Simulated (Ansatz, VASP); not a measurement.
# Two plane-wave programs on GaN

```
Ga N
1.0
     3.26273    0.00000    0.00000
    -1.63136    2.82561    0.00000
     0.00000    0.00000    5.12270
Ga N
2 2
Direct
  0.33333 0.66667 0.99628
  0.66667 0.33333 0.49628
  0.33333 0.66667 0.37872
  0.66667 0.33333 0.87872
```

Change from the starting cell: epitaxial_xy strain +2.5%.

Alike in both runs: task single point; functional r2SCAN; k mesh 12 × 12 × 6; no spin polarisation.

|  | VASP | Ansatz |
| --- | --- | --- |
| version | VASP 6.6.1 | Ansatz 0.2.0 |
| potentials or method | VASP PAW PBE potentials, release 64 (Ga_d, N) | plane waves, PAW |
| plane-wave cutoff (eV) | 520 | 500 |
| occupations | gaussian, width 0.01 eV | fixed |
| valence electrons in the cell | 36 | 36 |

```tsv
	VASP	Ansatz	Ansatz less VASP
gap on the k mesh at the Fermi level (eV)	2.02	2.03	+0.005
pressure (GPa)	-5.9	-6.8	-0.87
traceless stress, the component that is largest in VASP (GPa)	6.85	6.81	-0.035
rms of the force components (eV/Å)	0.008	0.000	-0.0078
```

VASP's potentials were made for PBE, not for r2SCAN. Atom by atom the forces differ by 0.008 eV/Å (rms over components).
